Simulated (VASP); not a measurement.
# Cu (Cmcm) in VASP: single point with PBEsol

Aim: the single point of Cu with PBEsol.

Everything below comes from runs of VASP 6.6.1. Logs are shortened: lines on timing, memory, paths and dates and some standing lists are left out, and cuts for length are marked.

### Step 1. The cell of the first run

It takes space group Cmcm (No. 63, orthorhombic). The conventional cell has a = 2.430 Å, b = 7.920 Å, c = 2.375 Å, α = 90.00°, β = 90.00°, γ = 90.00°. Cu (site symmetry m2m) has 10 Cu at 2.38 to 2.50 Å within 3.1 Å.

### Step 2. Single point, PBEsol (strain -0.0375 x Voigt [0, 0, 1, 0, 0, 0])

INCAR

```
SYSTEM = Cu
PREC = Accurate ; ENCUT = 520
EDIFF = 1E-6 ; ISMEAR = 0
SIGMA = 0.15 ; LREAL = .False.
LASPH = .True. ; NELM = 100
ALGO = Fast ; ISIF = 2
LWAVE = .False. ; LCHARG = .True.
GGA = PS ; LELF = .True.
LVHAR = .True. ; NBANDS = 18
```

KPOINTS

```
Automatic mesh
0
Gamma
  26 26 24
  0 0 0
```

POSCAR

```
Cu
1.0
    1.2147975457     -3.9598457492      0.0000000000
    1.2147975457      3.9598457492      0.0000000000
    0.0000000000      0.0000000000      2.3751661173
Cu
2
Direct
    0.1338530444      0.8661469556      0.2500000000
    0.8661469556      0.1338530444      0.7500000000
```

Potentials or basis: VASP PAW PBE potentials, release 64 (Cu).

Command:

```bash
cat potpaw_PBE.64/Cu/POTCAR > POTCAR
mpirun -np 1 vasp_std > vasp.out
```

OUTCAR:

```text
SYSTEM = Cu
   PREC = Accurate
   ENCUT = 520
   EDIFF = 1E-6
   ISMEAR = 0
   LREAL = .False.
   LASPH = .True.
   NELM = 100
   ISIF = 2
   GGA = PS

 ion  position               nearest neighbor table
   1  0.134  0.866  0.250-   2 2.43   2 2.43   2 2.50   2 2.50   2 2.50   2 2.50
   2  0.866  0.134  0.750-   1 2.43   1 2.43   1 2.50   1 2.50   1 2.50   1 2.50

  LATTYP: Found a base centered orthorhombic cell.
 ALAT       =     2.4295950914
 B/A-ratio  =     3.2596754605
 C/A-ratio  =     0.9775975123

  Lattice vectors:

 A1 = (   1.2147975457,  -3.9598457492,   0.0000000000)
 A2 = (   1.2147975457,   3.9598457492,   0.0000000000)
 A3 = (   0.0000000000,   0.0000000000,   2.3751661173)

Analysis of symmetry for initial positions (statically):
=====================================================================
 Subroutine PRICEL returns:
 Original cell was already a primitive cell.

 Routine SETGRP: Setting up the symmetry group for a
 base centered orthorhombic supercell.

 Subroutine GETGRP returns: Found  8 space group operations
 (whereof  4 operations were pure point group operations)
 out of a pool of  8 trial point group operations.

The static configuration has the point symmetry C_2h.
 The point group associated with its full space group is D_2h.

Analysis of symmetry for dynamics (positions and initial velocities):
=====================================================================
 Subroutine PRICEL returns:
 Original cell was already a primitive cell.

 Routine SETGRP: Setting up the symmetry group for a
 base centered orthorhombic supercell.

 Subroutine GETGRP returns: Found  8 space group operations
 (whereof  4 operations were pure point group operations)
 out of a pool of  8 trial point group operations.

The dynamic configuration has the point symmetry C_2h.
 The point group associated with its full space group is D_2h.

 Subroutine INISYM returns: Found  8 space group operations
 (whereof  4 operations are pure point group operations),
 and found     1 'primitive' translations

----------------------------------------------------------------------------------------

                                     Primitive cell

  volume of cell :      22.8510

  direct lattice vectors                    reciprocal lattice vectors
     1.214797546 -3.959845749  0.000000000     0.411591217 -0.126267545  0.000000000
     1.214797546  3.959845749  0.000000000     0.411591217  0.126267545  0.000000000
     0.000000000  0.000000000  2.375166117     0.000000000  0.000000000  0.421023183

  length of vectors
     4.141993655  4.141993655  2.375166117     0.430523893  0.430523893  0.421023183

  position of ions in fractional coordinates (direct lattice)
     0.133853044  0.866146956  0.250000000
     0.866146956  0.133853044  0.750000000

  ion indices of the primitive-cell ions
   primitive index   ion index
                 1           1
                 2           2

----------------------------------------------------------------------------------------

 KPOINTS: Automatic mesh

Automatic generation of k-mesh.
 Grid dimensions read from file:
 generate k-points for:   26   26   24

 Generating k-lattice:

  Cartesian coordinates                     Fractional coordinates (reciprocal lattice)
     0.015830431 -0.004856444  0.000000000     0.038461538  0.000000000  0.000000000
     0.015830431  0.004856444  0.000000000     0.000000000  0.038461538  0.000000000
     0.000000000  0.000000000  0.017542633     0.000000000  0.000000000  0.041666667

  Length of vectors
     0.016558611  0.016558611  0.017542633

  Shift w.r.t. Gamma in fractional coordinates (k-lattice)
     0.000000000  0.000000000  0.000000000

 Subroutine IBZKPT returns following result:
 ===========================================

 Found   2379 irreducible k-points:

 Following reciprocal coordinates:
            Coordinates               Weight
  0.000000  0.000000  0.000000      1.000000
  0.038462  0.000000  0.000000      4.000000
  0.076923  0.000000  0.000000      4.000000
  0.115385  0.000000  0.000000      4.000000
  0.153846  0.000000  0.000000      4.000000
  0.192308  0.000000  0.000000      4.000000
[... 16 lines left out ...]
  0.346154  0.038462  0.000000      4.000000
  0.384615  0.038462  0.000000      4.000000
 [... further k-points ...]
   k-points           NKPTS =   2379   k-points in BZ     NKDIM =   2379   number of bands    NBANDS=     18
   number of dos      NEDOS =    301   number of ions     NIONS =      2
   total plane-waves  NPLWV =  18432
   dimension x,y,z NGX =    32 NGY =   32 NGZ =   18
   dimension x,y,z NGXF=    64 NGYF=   64 NGZF=   36
   ions per type =               2
   NGX,Y,Z   is equivalent  to a cutoff of  12.84, 12.84, 12.60 a.u.
   NGXF,Y,Z  is equivalent  to a cutoff of  25.69, 25.69, 25.20 a.u.
 SYSTEM =  Cu
   PREC   = accura    normal or accurate (medium, high low for compatibility)
   ISTART =      0    job   : 0-new  1-cont  2-samecut
   ICHARG =      2    charge: 1-file 2-atom 10-const
   ISPIN  =      1    spin polarized calculation?
   LNONCOLLINEAR =      F non collinear calculations
   LSORBIT =      F    spin-orbit coupling
   LASPH  =      T    aspherical Exc in radial PAW
   ENCUT  =  520.0 eV  38.22 Ry    6.18 a.u.   7.70  7.70  4.42*2*pi/ulx,y,z
   NELM   =    100;   NELMIN=  2; NELMDL= -5     # of ELM steps
   EDIFF  = 0.1E-05   stopping-criterion for ELM
   LREAL  =      F    real-space projection
   EDIFFG = 0.1E-04   stopping-criterion for IOM
   NSW    =      0    number of steps for IOM
   IBRION =     -1    ionic relax: 0-MD 1-quasi-New 2-CG
   NFREE  =      0    steps in history (QN), initial steepest desc. (CG)
   ISIF   =      2    stress and relaxation
   ISYM   =      2    0-nonsym 1-usesym 2-fastsym
   POTIM  = 0.5000    time-step for ionic-motion
   TEBEG  =    0.0;   TEEND  =   0.0 temperature during run
   PSTRESS=    0.0 pullay stress
   NELECT =      22.0000    total number of electrons
   NUPDOWN=      -1.0000    fix difference up-down
   EMIN   =  10.00;   EMAX   =-10.00  energy-range for DOS
   EFERMI =   0.00;   METHOD = LEGACY
   ISMEAR =     0;   SIGMA  =   0.15  broadening in eV -4-tet -1-fermi 0-gaus
   EFERMI_NEDOS =   21; number of points for ismear=-14 and -15
   IALGO  =     68    algorithm
   IMIX   =      4    mixing-type and parameters
     AMIX     =   0.40;   BMIX     =  1.00
     AMIX_MAG =   1.60;   BMIX_MAG =  1.00
  volume/ion in A,a.u.               =      11.43        77.10
  Fermi-wavevector in a.u.,A,eV,Ry     =   1.616517  3.054775 35.553764  2.613128
  Thomas-Fermi vector in A             =   2.711091
   LORBIT       =      0    0 simple, 1 ext, 2 COOP (PROOUT), +10 PAW based schemes
   GGA     = PS    functional components
   LHFCALC =     F    Hartree Fock is set to
   AEXX    =    0.0000 exact exchange contribution
   IVDW    =     0    specifies the selected vdW correction
   LEPSILON=     F    determine dielectric tensor
   LRPA    =     F    only Hartree local field effects (RPA)
 non-spin polarized calculation
 RMM-DIIS sequential band-by-band and
 Gauss-broadening in eV      SIGMA  =   0.15
  energy-cutoff  :      520.00
  volume of cell :       22.85
 maximum number of plane-waves:       634
   NGX = 15   NGY = 15   NGZ =  9

 number of electron      22.0000027 magnetization

 Free energy of the ion-electron system (eV)
  ---------------------------------------------------
  ext. energy  EPLUGINS =         0.00000000
  ---------------------------------------------------
  free energy    TOTEN  =        -8.26438436 eV

  energy without entropy =       -8.25837282  energy(sigma->0) =       -8.26137859

 E-fermi :   7.8040     XC(G=0): -13.0650

 val. band max:        7.8036400511   @ k =  -0.3462   0.1538   0.1250
 cond. band min:       7.8067930695   @ k =   0.4615   0.2308   0.1667
 fundamental gap:      0.0031530184
 Fermi energy:         7.8040091374

 k-point     1 :       0.0000    0.0000    0.0000
  band No.  band energies     occupation
      1      -1.8341      2.00000
      2       2.5054      2.00000
      3       3.3853      2.00000
      4       3.8744      2.00000
      5       4.7786      2.00000
      6       4.8044      2.00000
[... 10 lines left out ...]
     17      28.4435      0.00000
     18      29.3560      0.00000

 k-point     2 :       0.0385    0.0000    0.0000
  band No.  band energies     occupation
      1      -1.7911      2.00000
      2       2.5215      2.00000
      3       3.4014      2.00000
      4       3.8883      2.00000
      5       4.7787      2.00000
      6       4.8091      2.00000
[... 10 lines left out ...]
     17      28.9086      0.00000
     18      30.3516      0.00000

 k-point     3 :       0.0769    0.0000    0.0000
  band No.  band energies     occupation
      1      -1.6626      2.00000
      2       2.5680      2.00000
      3       3.4492      2.00000
      4       3.9293      2.00000
      5       4.7789      2.00000
      6       4.8229      2.00000
[... 10 lines left out ...]
     17      29.4564      0.00000
     18      31.8835      0.00000

 k-point     4 :       0.1154    0.0000    0.0000
  band No.  band energies     occupation
      1      -1.4506      2.00000
      2       2.6399      2.00000
      3       3.5255      2.00000
      4       3.9949      2.00000
      5       4.7770      2.00000
      6       4.8450      2.00000
[... 10 lines left out ...]
     17      29.7538      0.00000
     18      32.4985      0.00000

 k-point     5 :       0.1538    0.0000    0.0000
  band No.  band energies     occupation
      1      -1.1585      2.00000
      2       2.7294      2.00000
      3       3.6231      2.00000
      4       4.0756      2.00000
      5       4.7017      2.00000
      6       4.8269      2.00000
[... 10 lines left out ...]
     17      29.9415      0.00000
     18      32.6227      0.00000

 k-point     6 :       0.1923    0.0000    0.0000
  band No.  band energies     occupation
      1      -0.7918      2.00000
      2       2.8273      2.00000
      3       3.7307      2.00000
      4       4.1285      2.00000
      5       4.5093      2.00000
      6       4.8352      2.00000
[... 10 lines left out ...]
     17      30.1020      0.00000
     18      32.7013      0.00000

 k-point     7 :       0.2308    0.0000    0.0000
  band No.  band energies     occupation
      1      -0.3588      2.00000
      2       2.9226      2.00000
      3       3.8345      2.00000
      4       4.0478      2.00000
      5       4.4636      2.00000
      6       4.8983      2.00000
[... 10 lines left out ...]
     17      30.2639      0.00000
     18      32.5475      0.00000

 k-point     8 :       0.2692    0.0000    0.0000
  band No.  band energies     occupation
      1       0.1277      2.00000
      2       3.0022      2.00000
      3       3.8717      2.00000
      4       3.9505      2.00000
      5       4.4943      2.00000
      6       4.9735      2.00000
[... 10 lines left out ...]
     17      30.4128      0.00000
     18      31.2852      0.00000
[... 229 lines left out ...]
     17      30.2361      0.00000
     18      33.0089      0.00000

 k-point    20 :       0.2308    0.0385    0.0000
  band No.  band energies     occupation
      1       0.0507      2.00000
      2       3.0241      2.00000
      3       3.8738      2.00000
      4       3.9750      2.00000
      5       4.5104      2.00000
      6       4.9525      2.00000
[... 10 lines left out ...]
     17      30.4031      0.00000
     18      32.0683      0.00000

 k-point    21 :       0.2692    0.0385    0.0000
  band No.  band energies     occupation
      1       0.5661      2.00000
      2       3.0853      2.00000
      3       3.7416      2.00000
      4       4.0362      2.00000
      5       4.5263      2.00000
      6       4.9788      2.00000
[... 10 lines left out ...]
     17      30.3510      0.00000
     18      30.7744      0.00000

 k-point    22 :       0.3077    0.0385    0.0000
  band No.  band energies     occupation
      1       1.0912      2.00000
      2       3.1009      2.00000
      3       3.6613      2.00000
      4       4.0969      2.00000
      5       4.5237      2.00000
      6       4.9984      2.00000
[... 10 lines left out ...]
     17      28.9123      0.00000
     18      30.8777      0.00000

 k-point    23 :       0.3462    0.0385    0.0000
  band No.  band energies     occupation
      1       1.5841      2.00000
      2       3.0674      2.00000
      3       3.6449      2.00000
      4       4.1717      2.00000
      5       4.5138      2.00000
      6       5.0114      2.00000
[... 10 lines left out ...]
     17      29.4074      0.00000
     18      31.1124      0.00000

 k-point    24 :       0.3846    0.0385    0.0000
  band No.  band energies     occupation
      1       1.9917      2.00000
      2       3.0067      2.00000
      3       3.6693      2.00000
      4       4.2676      2.00000
      5       4.5123      2.00000
      6       5.0207      2.00000
[... 10 lines left out ...]
     17      30.3365      0.00000
     18      31.3538      0.00000

 [... further k-points ...]
[... 5 lines left out ...]
  --------------------------------------------------------------------------------------
  -------------------------------------------------------------------------------------
  Total        0.3893483      0.9639633      2.1255611      0.0000000      0.0000000      0.0000000
  in kB       27.2987463     67.5872693    149.0314793      0.0000000      0.0000000      0.0000000
  external PRESSURE =      81.3058316 kB  Pullay stress =       0.0000000 kB

 VOLUME and BASIS-vectors are now :
 -----------------------------------------------------------------------------
  energy-cutoff  :      520.00
  volume of cell :       22.85
      direct lattice vectors                 reciprocal lattice vectors
     1.214797546 -3.959845749  0.000000000     0.411591217 -0.126267545  0.000000000
     1.214797546  3.959845749  0.000000000     0.411591217  0.126267545  0.000000000
     0.000000000  0.000000000  2.375166117     0.000000000  0.000000000  0.421023183

 POSITION                                       TOTAL-FORCE (eV/Angst)
 -----------------------------------------------------------------------------------
      1.21480      2.89977      0.59379         0.000000      0.042546     -0.000000
      1.21480     -2.89977      1.78137         0.000000     -0.042546      0.000000
 -----------------------------------------------------------------------------------
    total drift:                                0.000000      0.000000      0.000000

  FREE ENERGIE OF THE ION-ELECTRON SYSTEM (eV)
  ---------------------------------------------------
  free  energy   TOTEN  =        -8.2643843565 eV

  energy  without entropy=       -8.2583728240  energy(sigma->0) =       -8.26137859
```

Run time: 6.3 min. Hardware: 1 thread of Intel Xeon 6975P-C (Granite Rapids), shared host; peak memory 0.84 GiB.

What came out:

```yaml
Free_energy: -8.2644 eV
Pressure: 8.1 GPa
Largest_force: 0.043 eV/Å
Band_gap_on_the_k_mesh: zero (band 11 reaches 11.95 eV, above the bottom of band 12 at 6.15 eV)
```

Forces on the atoms (eV/Å):
```
Cu   0.000  0.043  0.000
Cu   0.000 -0.043  0.000
```

Levels at points of the mesh, in eV from the Fermi level:
| k point | band 8 | band 9 | band 10 | band 11 | band 12 | band 13 | band 14 | band 15 |
| --- | --- | --- | --- | --- | --- | --- | --- | --- |
| (0.00, 0.00, 0.00) | -2.12 | -1.84 | -1.70 | -1.46 | -0.37 | 4.81 | 16.51 | 18.20 |
| (0.50, 0.00, 0.00) | -2.62 | -2.11 | -1.67 | -0.59 | 1.18 | 2.29 | 6.86 | 12.76 |
| (0.50, 0.50, 0.00) | -2.29 | -2.28 | -1.93 | -1.61 | -1.56 | 13.53 | 15.27 | 15.31 |
| (0.00, 0.00, 0.50) | -2.92 | -1.79 | -1.79 | 0.27 | 0.27 | 8.58 | 8.58 | 9.85 |
| (0.50, 0.00, 0.50) | -1.87 | -1.24 | -1.24 | 3.89 | 3.89 | 7.84 | 7.84 | 10.07 |
| (0.50, 0.50, 0.50) | -2.07 | -1.53 | -1.53 | -0.89 | -0.89 | 4.27 | 4.27 | 18.21 |

Caveat: the cell differs from its parent crystal (strain -0.0375 x Voigt [0, 0, 1, 0, 0, 0]); the PAW data sets were made with another functional, which shifts forces and pressure a little.
